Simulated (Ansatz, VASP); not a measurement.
## Two plane-wave programs on ZnSe

```
Zn Se
1.0
     0.00000    2.81682    2.81682
     2.81682    0.00000    2.81682
     2.81682    2.81682    0.00000
Zn Se
1 1
Direct
  0.00000 0.00000 0.00000
  0.25000 0.25000 0.25000
```

Alike in both runs: functional PBEsol; k mesh 11 × 11 × 11; occupations fermi-dirac, width 0.08 eV; no spin polarisation.

Ansatz relaxed the structure, and its values are those at the end. VASP's run is a single point on that final structure, the one shown.

|  | VASP | Ansatz |
| --- | --- | --- |
| version | VASP 6.6.1 | Ansatz 0.2.0 |
| potentials or method | VASP PAW PBE potentials, release 64 (Zn, Se) | PAW with Ansatz's default frozen-core files, scalar-relativistic |
| plane-wave cutoff (eV) | 520 | 420 |
| valence electrons in the cell | 18 | 28 |

VASP gave:

| Item | Value |
| --- | --- |
| pressure (GPa) | 0.3 |

Question: Which values does Ansatz return?

Answer: Pressure (GPa): 0.0.

VASP's potentials were made for PBE, not for PBEsol. VASP's potentials hold 18 valence electrons a cell and Ansatz's 28, so a difference there can come from the potentials and not from the codes.
